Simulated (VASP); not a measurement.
# KPt (P-6m2) in VASP: further runs

KPt is run at these levels: LDA; tasks: density of states.

Everything below comes from runs of VASP 6.6.1. Logs are shortened: lines on timing, memory, paths and dates and some standing lists are left out, and cuts for length are marked.

### 1 The cell of the first run

Symmetry: P-6m2, No. 187, hexagonal system. The conventional cell has a = 3.001 Å, b = 3.001 Å, c = 5.346 Å, α = 90.00°, β = 90.00°, γ = 120.00°. K (site symmetry -6m2) has 6 K at 3.00 Å and 6 Pt at 3.19 Å within 4.0 Å. Pt (site symmetry -6m2) has 6 Pt at 3.00 Å and 6 K at 3.19 Å within 4.0 Å.

### 2 Density of states, LDA

Input file POSCAR:

```
KPt
1.0
    3.0008472788      0.0000000000      0.0000000000
   -1.5004236394      2.5988099763      0.0000000000
    0.0000000000      0.0000000000      5.3455780000
K Pt
1 1
Direct
    0.0000000000      0.0000000000      0.5000000000
    0.6666666667      0.3333333333      0.0000000000
```

Input file INCAR.step1:

```
SYSTEM = KPt
PREC = Accurate
ENCUT = 520
EDIFF = 1E-6
ISMEAR = -1
SIGMA = 0.08
LREAL = .False.
LASPH = .True.
NELM = 100
ALGO = Normal
ISIF = 2
LWAVE = .False.
LCHARG = .True.
LMAXMIX = 4
GGA = CA
NBANDS = 16
```

Input file KPOINTS.step1:

```
regular mesh
0
Gamma
  11 11 6
  0 0 0
```

Input file INCAR.step2:

```
SYSTEM = KPt
PREC = Accurate
ENCUT = 520
EDIFF = 1E-6
ISMEAR = -5
SIGMA = 0.08
LREAL = .False.
LASPH = .True.
NELM = 100
ALGO = Normal
ISIF = 2
LWAVE = .False.
LCHARG = .False.
LMAXMIX = 4
GGA = CA
LORBIT = 10
NEDOS = 1001
ICHARG = 11
```

Input file KPOINTS.step2:

```
regular mesh
0
Gamma
  17 17 9
  0 0 0
```

Potentials or basis: VASP PAW LDA potentials, release 64 (K_sv, Pt).

On the command line:

```bash
$ cat potpaw_LDA.64/K_sv/POTCAR potpaw_LDA.64/Pt/POTCAR > POTCAR
$ cp INCAR.step1 INCAR
$ cp KPOINTS.step1 KPOINTS
$ mpirun -np 1 vasp_std > vasp.out
$ cp INCAR.step2 INCAR
$ cp KPOINTS.step2 KPOINTS
$ mpirun -np 1 vasp_std > vasp.out
```

OUTCAR:

```text
SYSTEM = KPt
   PREC = Accurate
   ENCUT = 520
   EDIFF = 1E-6
   ISMEAR = -5
   LREAL = .False.
   LASPH = .True.
   NELM = 100
   ISIF = 2
   GGA = CA
   LORBIT = 10
   ICHARG = 11

 ion  position               nearest neighbor table
   1  0.000  0.000  0.500-   2 3.19   2 3.19   2 3.19   2 3.19   2 3.19   2 3.19
   2  0.667  0.333  0.000-   1 3.19   1 3.19   1 3.19   1 3.19   1 3.19   1 3.19

  LATTYP: Found a hexagonal cell.
 ALAT       =     3.0008472788
 C/A-ratio  =     1.7813562315

  Lattice vectors:

 A1 = (   3.0008472788,   0.0000000000,   0.0000000000)
 A2 = (  -1.5004236394,   2.5988099763,   0.0000000000)
 A3 = (   0.0000000000,   0.0000000000,   5.3455780000)

Analysis of symmetry for initial positions (statically):
=====================================================================
 Subroutine PRICEL returns:
 Original cell was already a primitive cell.

 Routine SETGRP: Setting up the symmetry group for a
 hexagonal supercell.

 Subroutine GETGRP returns: Found 12 space group operations
 (whereof 12 operations were pure point group operations)
 out of a pool of 24 trial point group operations.

The static configuration has the point symmetry D_3h.

Analysis of symmetry for dynamics (positions and initial velocities):
=====================================================================
 Subroutine PRICEL returns:
 Original cell was already a primitive cell.

 Routine SETGRP: Setting up the symmetry group for a
 hexagonal supercell.

 Subroutine GETGRP returns: Found 12 space group operations
 (whereof 12 operations were pure point group operations)
 out of a pool of 24 trial point group operations.

The dynamic configuration has the point symmetry D_3h.

 Subroutine INISYM returns: Found 12 space group operations
 (whereof 12 operations are pure point group operations),
 and found     1 'primitive' translations

----------------------------------------------------------------------------------------

                                     Primitive cell

  volume of cell :      41.6882

  direct lattice vectors                    reciprocal lattice vectors
     3.000847279  0.000000000  0.000000000     0.333239218  0.192395752  0.000000000
    -1.500423639  2.598809976  0.000000000     0.000000000  0.384791504  0.000000000
     0.000000000  0.000000000  5.345578000     0.000000000  0.000000000  0.187070509

  length of vectors
     3.000847279  3.000847279  5.345578000     0.384791504  0.384791504  0.187070509

  position of ions in fractional coordinates (direct lattice)
     0.000000000  0.000000000  0.500000000
     0.666666667  0.333333333  0.000000000
[... 93 lines left out ...]
   EFERMI =   0.00;   METHOD = LEGACY
   ISMEAR =    -5;   SIGMA  =   0.08  broadening in eV -4-tet -1-fermi 0-gaus
   EFERMI_NEDOS =   21; number of points for ismear=-14 and -15
   IALGO  =     38    algorithm
   IMIX   =      4    mixing-type and parameters
     AMIX     =   0.40;   BMIX     =  1.00
     AMIX_MAG =   1.60;   BMIX_MAG =  1.00
  volume/ion in A,a.u.               =      20.84       140.66
  Fermi-wavevector in a.u.,A,eV,Ry     =   1.259858  2.380787 21.595748  1.587243
  Thomas-Fermi vector in A             =   2.393397
   LORBIT       =     10    0 simple, 1 ext, 2 COOP (PROOUT), +10 PAW based schemes
   GGA     = CA    functional components
   LHFCALC =     F    Hartree Fock is set to
   AEXX    =    0.0000 exact exchange contribution
   IVDW    =     0    specifies the selected vdW correction
   LEPSILON=     F    determine dielectric tensor
   LRPA    =     F    only Hartree local field effects (RPA)
 non-spin polarized calculation
 Fermi weights with tetrahedron method with Bloechl corrections
  energy-cutoff  :      520.00
  volume of cell :       41.69
 maximum number of plane-waves:      1148
 NGX is ok and might be reduce to    24

 number of electron      19.0000002 magnetization

 Free energy of the ion-electron system (eV)
  ---------------------------------------------------
  ext. energy  EPLUGINS =         0.00000000
  ---------------------------------------------------
  free energy    TOTEN  =        -8.19089819 eV

  energy without entropy =       -8.19089819  energy(sigma->0) =       -8.19089819

 E-fermi :   5.1646     XC(G=0): -10.9935

 val. band max:        5.2495053795   @ k =   0.4706   0.0000   0.0000
 cond. band min:       5.1651750518   @ k =   0.3529   0.0588   0.0000
 fundamental gap:     -0.0843303277
 Fermi energy:         5.1646007010

 k-point     1 :       0.0000    0.0000    0.0000
  band No.  band energies     occupation
      1     -26.6792      2.00000
      2     -10.1908      2.00000
      3      -9.2218      2.00000
      4      -9.2218      2.00000
      5      -1.2342      2.00000
      6       1.8672      2.00000
      7       2.8505      2.00000
      8       2.8505      2.00000
      9       4.2332      2.00000
     10       4.2332      2.00000
     11       6.8655      0.00000
     12       6.9562      0.00000
     13      10.8215      0.00000
[... 354 lines left out ...]
  band No.  band energies     occupation
      1     -26.3432      2.00000
      2     -10.7166      2.00000
      3      -9.8575      2.00000
      4      -9.7361      2.00000
      5       1.2046      2.00000
      6       2.1255      2.00000
      7       2.6264      2.00000
      8       2.7062      2.00000
      9       3.6902      2.00000
     10       4.7110      2.05676
     11       7.5059      0.00000
     12       8.7323      0.00000
     13       9.4080      0.00000

 [... further k-points ...]
[... 5 lines left out ...]
  --------------------------------------------------------------------------------------
  -------------------------------------------------------------------------------------
  Total       -2.0830214     -2.0830214     -1.6447584      0.0000000      0.0000000      0.0000000
  in kB      -80.0555091    -80.0555091    -63.2120092      0.0000000      0.0000000      0.0000000
  external PRESSURE =     -74.4410092 kB  Pullay stress =       0.0000000 kB

 VOLUME and BASIS-vectors are now :
 -----------------------------------------------------------------------------
  energy-cutoff  :      520.00
  volume of cell :       41.69
      direct lattice vectors                 reciprocal lattice vectors
     3.000847279  0.000000000  0.000000000     0.333239218  0.192395752  0.000000000
    -1.500423639  2.598809976  0.000000000     0.000000000  0.384791504  0.000000000
     0.000000000  0.000000000  5.345578000     0.000000000  0.000000000  0.187070509

 POSITION                                       TOTAL-FORCE (eV/Angst)
 -----------------------------------------------------------------------------------
      0.00000      0.00000      2.67279         0.000000     -0.000000      0.000000
      1.50042      0.86627      0.00000        -0.000000      0.000000      0.000000
 -----------------------------------------------------------------------------------
    total drift:                               -0.000568      0.000328      0.000000

  FREE ENERGIE OF THE ION-ELECTRON SYSTEM (eV)
  ---------------------------------------------------
  free  energy   TOTEN  =        -8.1908981904 eV

  energy  without entropy=       -8.1908981904  energy(sigma->0) =       -8.19089819

 total charge

# of ion       s       p       d       tot
------------------------------------------
    1        1.984   5.560   0.087   7.631
    2        0.658   0.285   8.079   9.021
--------------------------------------------------
tot          2.641   5.844   8.166  16.652
```

OUTCAR.step1:

```text
SYSTEM = KPt
   PREC = Accurate
   ENCUT = 520
   EDIFF = 1E-6
   ISMEAR = -1
   LREAL = .False.
[... 679 lines left out ...]
      0.00000      0.00000      2.67279        -0.000000      0.000000      0.000000
      1.50042      0.86627      0.00000         0.000000      0.000000      0.000000
 -----------------------------------------------------------------------------------
    total drift:                               -0.000000      0.000000      0.000000

  FREE ENERGIE OF THE ION-ELECTRON SYSTEM (eV)
  ---------------------------------------------------
  free  energy   TOTEN  =        -8.2066868749 eV

  energy  without entropy=       -8.1956604049  energy(sigma->0) =       -8.20117364
```

OSZICAR.step1:

```text
N       E                     dE             d eps       ncg     rms          rms(c)
DAV:   1     0.119429329523E+03    0.11943E+03   -0.92520E+03  2056   0.110E+03
DAV:   2    -0.365770330775E+01   -0.12309E+03   -0.11526E+03  2608   0.302E+02
DAV:   3    -0.861049895956E+01   -0.49528E+01   -0.49178E+01  3504   0.472E+01
DAV:   4    -0.865350274769E+01   -0.43004E-01   -0.42983E-01  2432   0.380E+00
DAV:   5    -0.865441721322E+01   -0.91447E-03   -0.91436E-03  3088   0.453E-01    0.936E+00
DAV:   6    -0.831664984208E+01    0.33777E+00   -0.11946E+00  2120   0.647E+00    0.451E+00
DAV:   7    -0.823027775595E+01    0.86372E-01   -0.14903E-01  2496   0.262E+00    0.370E+00
DAV:   8    -0.820822926389E+01    0.22048E-01   -0.92074E-02  2648   0.194E+00    0.819E-01
DAV:   9    -0.820675670844E+01    0.14726E-02   -0.65649E-03  2480   0.750E-01    0.138E-01
DAV:  10    -0.820669266915E+01    0.64039E-04   -0.54555E-04  2568   0.165E-01    0.488E-02
DAV:  11    -0.820668705578E+01    0.56134E-05   -0.34041E-05  3032   0.510E-02    0.575E-03
DAV:  12    -0.820668687487E+01    0.18091E-06   -0.11978E-06  1976   0.807E-03
   1 F= -.82066869E+01 E0= -.82011736E+01  d E =-.110265E-01
```

Run time: 30 s. Hardware: 1 thread of Intel Xeon 6975P-C (Granite Rapids), shared host; peak memory 0.22 GiB.

What came out:

```yaml
Valence_electrons_inside_the_program's_atomic_spheres: K 7.63; Pt 9.02
```

Levels at points of the mesh, in eV from the Fermi level:
```
           k point  band 6  band 7  band 8  band 9  band 10  band 11  band 12  band 13
(0.00, 0.00, 0.00)   -3.30   -2.31   -2.31   -0.93    -0.93     1.70     1.79     5.66
```

Caveat: spin-orbit coupling is left out, which moves the levels of the heavy elements; tetrahedron occupations give inexact forces and stress in metals.

### 3 Density of states, LDA

POSCAR is that of step 2.

Input file INCAR.step1:

```
PREC = Accurate
ENCUT = 520
EDIFF = 1E-6
ISMEAR = -1
SIGMA = 0.08
LREAL = False
LASPH = True
NELM = 60
ALGO = Normal
ISIF = 2
LWAVE = False
LCHARG = True
LMAXMIX = 4
GGA = CA
NBANDS = 16
```

Input file KPOINTS.step1:

```
Automatic mesh
0
Gamma
  11 11 6
```

Input file INCAR.step2:

```
PREC = Accurate
ENCUT = 520
EDIFF = 1E-6
ISMEAR = -5
SIGMA = 0.08
LREAL = False
LASPH = True
NELM = 60
ALGO = Normal
ISIF = 2
LWAVE = False
LCHARG = False
LMAXMIX = 4
GGA = CA
LORBIT = 11
NBANDS = 16
NEDOS = 2001
ICHARG = 11
```

Input file KPOINTS.step2:

```
Automatic mesh
0
Gamma
  17 17 9
```

Potentials or basis: VASP PAW LDA potentials, release 64 (K_sv, Pt).

On the command line:

```bash
$ cat potpaw_LDA.64/K_sv/POTCAR potpaw_LDA.64/Pt/POTCAR > POTCAR
$ cp INCAR.step1 INCAR
$ cp KPOINTS.step1 KPOINTS
$ mpirun -np 1 vasp_std > vasp.out
$ cp INCAR.step2 INCAR
$ cp KPOINTS.step2 KPOINTS
$ mpirun -np 1 vasp_std > vasp.out
```

Wall time 40 s (1 thread of Intel Xeon 6975P-C (Granite Rapids), shared host); peak memory 0.23 GiB.

Results (log left out):

| Quantity | Value |
| --- | --- |
| Valence electrons inside the program's atomic spheres | K 7.63; Pt 9.02 |

Levels at points of the mesh, in eV from the Fermi level:
| k point | band 6 | band 7 | band 8 | band 9 | band 10 | band 11 | band 12 | band 13 | band 14 | band 15 |
| --- | --- | --- | --- | --- | --- | --- | --- | --- | --- | --- |
| (0.00, 0.00, 0.00) | -3.30 | -2.31 | -2.31 | -0.93 | -0.93 | 1.70 | 1.79 | 5.66 | 5.66 | 9.13 |

Caveat: spin-orbit coupling is left out, which moves the levels of the heavy elements; tetrahedron occupations give inexact forces and stress in metals.
